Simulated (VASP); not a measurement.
# ZnS (F-43m) in VASP: further runs, part 2 of 2

VASP 6.6.1. Earlier steps stand in the parts before.

**3. Relaxation of cell and atoms, PBE**

This run uses another cell than the first one, of 19.73 Å³/atom, 0.979 times its volume.

The input, INCAR:

```
  PREC = Accurate
  ENCUT = 600
  EDIFF = 1E-6
  ISMEAR = 0
  SIGMA = 0.02
  LREAL = F
  LASPH = T
  NELM = 80
  ALGO = Normal
  ISIF = 3
  LWAVE = F
  LCHARG = F
  GGA = PE
  IBRION = 2
  NSW = 100
  EDIFFG = -0.005
```

The input, KPOINTS:

```
Automatic mesh
0
Gamma
  10 10 10
```

The input, POSCAR:

```
ZnS
1.0
    0.0000000000      2.7020000000      2.7020000000
    2.7020000000      0.0000000000      2.7020000000
    2.7020000000      2.7020000000      0.0000000000
Zn S
1 1
Direct
    0.2500000000      0.2500000000      0.2500000000
    0.0000000000      0.0000000000      0.0000000000
```

Potentials or basis: VASP PAW PBE potentials, release 64 (Zn, S).

The run is started by

```bash
$ cat potpaw_PBE.64/Zn/POTCAR potpaw_PBE.64/S/POTCAR > POTCAR
$ mpirun -np 1 vasp_std > vasp.out
```

OUTCAR:

```text
PREC = Accurate
   ENCUT = 600
   EDIFF = 1E-6
   ISMEAR = 0
   LREAL = F
   LASPH = T
   NELM = 80
   ISIF = 3
   GGA = PE
   IBRION = 2
   NSW = 100
   EDIFFG = -0.005

 ion  position               nearest neighbor table
   1  0.250  0.250  0.250-   2 2.34   2 2.34   2 2.34   2 2.34
   2  0.000  0.000  0.000-   1 2.34   1 2.34   1 2.34   1 2.34

  LATTYP: Found a face centered cubic cell.
 ALAT       =     5.4040000000

  Lattice vectors:

 A1 = (   0.0000000000,   2.7020000000,   2.7020000000)
 A2 = (   2.7020000000,   0.0000000000,   2.7020000000)
 A3 = (   2.7020000000,   2.7020000000,   0.0000000000)

Analysis of symmetry for initial positions (statically):
=====================================================================
 Subroutine PRICEL returns:
 Original cell was already a primitive cell.

 Routine SETGRP: Setting up the symmetry group for a
 face centered cubic supercell.

 Subroutine GETGRP returns: Found 24 space group operations
 (whereof 24 operations were pure point group operations)
 out of a pool of 48 trial point group operations.

The static configuration has the point symmetry T_d .

Analysis of symmetry for dynamics (positions and initial velocities):
=====================================================================
 Subroutine PRICEL returns:
 Original cell was already a primitive cell.

 Routine SETGRP: Setting up the symmetry group for a
 face centered cubic supercell.

 Subroutine GETGRP returns: Found 24 space group operations
 (whereof 24 operations were pure point group operations)
 out of a pool of 48 trial point group operations.

The dynamic configuration has the point symmetry T_d .

 Subroutine INISYM returns: Found 24 space group operations
 (whereof 24 operations are pure point group operations),
 and found     1 'primitive' translations

----------------------------------------------------------------------------------------

                                     Primitive cell

  volume of cell :      39.4535

  direct lattice vectors                    reciprocal lattice vectors
     0.000000000  2.702000000  2.702000000    -0.185048113  0.185048113  0.185048113
     2.702000000  0.000000000  2.702000000     0.185048113 -0.185048113  0.185048113
     2.702000000  2.702000000  0.000000000     0.185048113  0.185048113 -0.185048113

  length of vectors
     3.821205046  3.821205046  3.821205046     0.320512733  0.320512733  0.320512733

  position of ions in fractional coordinates (direct lattice)
     0.250000000  0.250000000  0.250000000
     0.000000000  0.000000000  0.000000000

  ion indices of the primitive-cell ions
   primitive index   ion index
                 1           1
                 2           2

----------------------------------------------------------------------------------------

 KPOINTS: Automatic mesh

Automatic generation of k-mesh.
 Grid dimensions read from file:
 generate k-points for:   10   10   10

 Generating k-lattice:
[... 45 lines left out ...]
   number of dos      NEDOS =    301   number of ions     NIONS =      2
   total plane-waves  NPLWV =  32768
   dimension x,y,z NGX =    32 NGY =   32 NGZ =   32
   dimension x,y,z NGXF=    64 NGYF=   64 NGZF=   64
   ions per type =               1   1
   NGX,Y,Z   is equivalent  to a cutoff of  13.92, 13.92, 13.92 a.u.
   NGXF,Y,Z  is equivalent  to a cutoff of  27.84, 27.84, 27.84 a.u.
 SYSTEM =  unknown system
   PREC   = accura    normal or accurate (medium, high low for compatibility)
   ISTART =      0    job   : 0-new  1-cont  2-samecut
   ICHARG =      2    charge: 1-file 2-atom 10-const
   ISPIN  =      1    spin polarized calculation?
   LNONCOLLINEAR =      F non collinear calculations
   LSORBIT =      F    spin-orbit coupling
   LASPH  =      T    aspherical Exc in radial PAW
   ENCUT  =  600.0 eV  44.10 Ry    6.64 a.u.   7.63  7.63  7.63*2*pi/ulx,y,z
   NELM   =     80;   NELMIN=  2; NELMDL= -5     # of ELM steps
   EDIFF  = 0.1E-05   stopping-criterion for ELM
   LREAL  =      F    real-space projection
   EDIFFG = -.5E-02   stopping-criterion for IOM
   NSW    =    100    number of steps for IOM
   IBRION =      2    ionic relax: 0-MD 1-quasi-New 2-CG
   NFREE  =      1    steps in history (QN), initial steepest desc. (CG)
   ISIF   =      3    stress and relaxation
   ISYM   =      2    0-nonsym 1-usesym 2-fastsym
   POTIM  = 0.5000    time-step for ionic-motion
   TEBEG  =    0.0;   TEEND  =   0.0 temperature during run
   PSTRESS=    0.0 pullay stress
   NELECT =      18.0000    total number of electrons
   NUPDOWN=      -1.0000    fix difference up-down
   EMIN   =  10.00;   EMAX   =-10.00  energy-range for DOS
   EFERMI =   0.00;   METHOD = LEGACY
   ISMEAR =     0;   SIGMA  =   0.02  broadening in eV -4-tet -1-fermi 0-gaus
   EFERMI_NEDOS =   21; number of points for ismear=-14 and -15
   IALGO  =     38    algorithm
   IMIX   =      4    mixing-type and parameters
     AMIX     =   0.40;   BMIX     =  1.00
     AMIX_MAG =   1.60;   BMIX_MAG =  1.00
  volume/ion in A,a.u.               =      19.73       133.12
  Fermi-wavevector in a.u.,A,eV,Ry     =   1.260290  2.381602 21.610537  1.588330
  Thomas-Fermi vector in A             =   2.393807
   LORBIT       =      0    0 simple, 1 ext, 2 COOP (PROOUT), +10 PAW based schemes
   GGA     = PE    functional components
   LHFCALC =     F    Hartree Fock is set to
   AEXX    =    0.0000 exact exchange contribution
   IVDW    =     0    specifies the selected vdW correction
   LEPSILON=     F    determine dielectric tensor
   LRPA    =     F    only Hartree local field effects (RPA)
 conjugate gradient relaxation of ions
 non-spin polarized calculation
 Gauss-broadening in eV      SIGMA  =   0.02
  energy-cutoff  :      600.00
  volume of cell :       39.45
 maximum number of plane-waves:      1363
   NGX = 15   NGY = 15   NGZ = 15

--------------------------------------- Ionic step        1  -------------------------------------------

 number of electron      17.9999998 magnetization

 Free energy of the ion-electron system (eV)
  ---------------------------------------------------
  ext. energy  EPLUGINS =         0.00000000
  ---------------------------------------------------
  free energy    TOTEN  =        -6.84732562 eV

  energy without entropy =       -6.84732562  energy(sigma->0) =       -6.84732562

------------------------ aborting loop because EDIFF is reached ----------------------------------------

  FORCE on cell =-STRESS in cart. coord.  units (eV):
  Direction    XX          YY          ZZ          XY          YZ          ZX
  --------------------------------------------------------------------------------------
  -------------------------------------------------------------------------------------
  Total        0.4399122      0.4399122      0.4399122     -0.0000000     -0.0000000     -0.0000000
  in kB       17.8644875     17.8644875     17.8644875     -0.0000000     -0.0000000     -0.0000000
  external PRESSURE =      17.8644875 kB  Pullay stress =       0.0000000 kB
[... 167 lines left out ...]
--------------------------------------- Ionic step        6  -------------------------------------------

 number of electron      18.0000010 magnetization

 Free energy of the ion-electron system (eV)
  ---------------------------------------------------
  ext. energy  EPLUGINS =         0.00000000
  ---------------------------------------------------
  free energy    TOTEN  =        -6.85244495 eV

  energy without entropy =       -6.85244495  energy(sigma->0) =       -6.85244495

 E-fermi :   2.0325     XC(G=0):  -9.5170

 val. band max:        1.8845180597   @ k =   0.0000   0.0000   0.0000
 cond. band min:       3.8944085742   @ k =   0.0000   0.0000   0.0000
 fundamental gap:      2.0098905145
 Fermi energy:         2.0325136870

 k-point     1 :       0.0000    0.0000    0.0000
  band No.  band energies     occupation
      1     -11.0904      2.00000
      2      -4.3616      2.00000
      3      -4.3616      2.00000
      4      -4.3616      2.00000
      5      -3.8916      2.00000
      6      -3.8916      2.00000
      7       1.8845      2.00000
      8       1.8845      2.00000
      9       1.8845      2.00000
     10       3.8944      0.00000
     11       8.2966      0.00000
     12       8.2966      0.00000
     13       8.2966      0.00000
[... 354 lines left out ...]
  band No.  band energies     occupation
      1     -10.1757      2.00000
      2      -4.3610      2.00000
      3      -4.1290      2.00000
      4      -4.1193      2.00000
      5      -3.8648      2.00000
      6      -3.8382      2.00000
      7      -1.8018      2.00000
      8      -0.0212      2.00000
      9       0.1811      2.00000
     10       5.9836      0.00000
     11       6.5500      0.00000
     12      10.5968      0.00000
     13      11.5420      0.00000

 [... further k-points ...]
[... 5 lines left out ...]
  --------------------------------------------------------------------------------------
  -------------------------------------------------------------------------------------
  Total       -0.0030369     -0.0030369     -0.0030369      0.0000000     -0.0000000      0.0000000
  in kB       -0.1203878     -0.1203878     -0.1203878      0.0000000     -0.0000000      0.0000000
  external PRESSURE =      -0.1203878 kB  Pullay stress =       0.0000000 kB
[... 17 lines left out ...]
  FREE ENERGIE OF THE ION-ELECTRON SYSTEM (eV)
  ---------------------------------------------------
  free  energy   TOTEN  =        -6.8524449548 eV

  energy  without entropy=       -6.8524449548  energy(sigma->0) =       -6.85244495

 reached required accuracy - stopping structural energy minimisation
```

OSZICAR:

```text
N       E                     dE             d eps       ncg     rms          rms(c)
DAV:   1     0.881408428046E+02    0.88141E+02   -0.96057E+03  1222   0.180E+03
DAV:   2    -0.859976816144E+00   -0.89001E+02   -0.85008E+02  1325   0.305E+02
DAV:   3    -0.718970139788E+01   -0.63297E+01   -0.62869E+01  1502   0.744E+01
DAV:   4    -0.727364730715E+01   -0.83946E-01   -0.83904E-01  1387   0.907E+00
[... 44 lines left out ...]
DAV:   1    -0.685247729248E+01   -0.32332E-04   -0.41090E-04  1457   0.471E-01    0.411E-02
DAV:   2    -0.685244995821E+01    0.27334E-04   -0.98898E-05  1447   0.306E-01    0.160E-02
DAV:   3    -0.685244636643E+01    0.35918E-05   -0.37960E-06  1218   0.182E-02    0.715E-03
DAV:   4    -0.685244530689E+01    0.10595E-05   -0.32446E-07   621   0.101E-02    0.327E-03
DAV:   5    -0.685244495476E+01    0.35213E-06   -0.11872E-07   626   0.709E-03
   6 F= -.68524450E+01 E0= -.68524450E+01  d E =-.342676E-05
```

CONTCAR:

```text
ZnS
   1.00000000000000
    -0.0000000000000000    2.7237960641572498    2.7237960641572498
     2.7237960641572498   -0.0000000000000000    2.7237960641572498
     2.7237960641572498    2.7237960641572498   -0.0000000000000000
  Zn              S
     1     1
Direct
     0.2500000000000000    0.2500000000000000    0.2500000000000000
     0.0000000000000000    0.0000000000000000    0.0000000000000000

  0.00000000E+00  0.00000000E+00  0.00000000E+00
  0.00000000E+00  0.00000000E+00  0.00000000E+00
```

It took 38 s on 1 thread of Intel Xeon 6975P-C (Granite Rapids), shared host; peak memory 0.19 GiB.

What came out:

* Free energy: -6.8524 eV
* Relaxed volume: 20.21 Å³/atom
* Relaxed cell: a = 3.852 Å, b = 3.852 Å, c = 3.852 Å, α = 60.00°, β = 60.00°, γ = 60.00°
* Space group after relaxing (to 0.05 Å): F-43m (No. 216)
* Energy gained by relaxing: 2.6 meV/atom
* Ionic steps: 6
* Pressure after relaxing: 0.0 GPa
* Band gap on the k mesh: 2.01 eV, direct

Step by step:
| step | energy change (eV) | largest force (eV/Å) | pressure (GPa) | volume (Å³) |
| --- | --- | --- | --- | --- |
| 1 | 0.0000 | 0.0000 | 1.79 | 39.45 |
| 2 | -0.0046 | 0.0000 | -0.52 | 40.72 |
| 3 | -0.0051 | 0.0000 | 0.06 | 40.40 |
| 4 | -0.0051 | 0.0000 | -0.05 | 40.44 |
| 5 | -0.0051 | 0.0000 | 0.04 | 40.40 |
| 6 | -0.0051 | 0.0000 | -0.01 | 40.42 |

Final structure:
```cif
data_structure
_symmetry_space_group_name_H-M 'P 1'
_symmetry_Int_Tables_number 1
_cell_length_a 3.8520
_cell_length_b 3.8520
_cell_length_c 3.8520
_cell_angle_alpha 60.000
_cell_angle_beta 60.000
_cell_angle_gamma 60.000
_cell_volume 40.42
loop_
_atom_site_label
_atom_site_type_symbol
_atom_site_fract_x
_atom_site_fract_y
_atom_site_fract_z
_atom_site_occupancy
Zn1 Zn 0.25000 0.25000 0.25000 1
S1 S 0.00000 0.00000 0.00000 1
```

As with any semilocal functional, this PBE gap is likely too small. PBE usually gives volumes a little too large and moduli too small.

**4. Comparison with measurements**

Step 2. A measured gap of ZnS is 3.85 eV (direct; 19 K; quoted in “Electronic, vibrational, and thermodynamic properties of ZnS (zincblende and rocksalt structure)”, 2009, arxiv:0911.5022); the calculated 2.02 eV misses it by -1.83 eV. The value is that of PBE, without temperature or zero-point motion. Semilocal functionals fall short of measured gaps as a rule.
